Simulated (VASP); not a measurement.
The system is Ge.

```
CELL_PARAMETERS angstrom
2.74915 0.00000 0.00000
0.00000 2.74915 0.00000
0.00000 0.00000 2.74915
ATOMIC_POSITIONS crystal
Ge 0.00000 0.00000 0.00000
```

```yaml
Program: VASP 6.6.1
Task: relaxation of cell and atoms
Functional: PBEsol
Potentials_or_basis: VASP PAW PBE potentials, release 64 (Ge_d)
Cutoff: 600 eV
k_mesh: 11 × 11 × 11
Occupations: fermi-dirac, width 0.1 eV
Spin: no spin polarisation
```

At the start: pressure -5.6 GPa; volume 20.78 Å³/atom.

Task: Where does the relaxation end?

Result: Over 4 steps the energy falls by 33.1 meV/atom and the volume is 19.02 Å³/atom (-8.4 %); space group Pm-3m (No. 221, to 0.05 Å).

Step by step:
| step | energy change (eV) | largest force (eV/Å) | pressure (GPa) | volume (Å³) |
| --- | --- | --- | --- | --- |
| 1 | 0.0000 | 0.0000 | -5.63 | 20.78 |
| 2 | -0.0315 | 0.0000 | 1.20 | 18.66 |
| 3 | -0.0331 | 0.0000 | 0.14 | 18.98 |
| 4 | -0.0331 | 0.0000 | -0.03 | 19.02 |

Final structure:
```
CELL_PARAMETERS angstrom
2.66946 0.00000 0.00000
0.00000 2.66946 0.00000
0.00000 0.00000 2.66946
ATOMIC_POSITIONS crystal
Ge 0.00000 0.00000 0.00000
```

Caveat: the PAW data sets were made with another functional, which shifts forces and pressure a little.
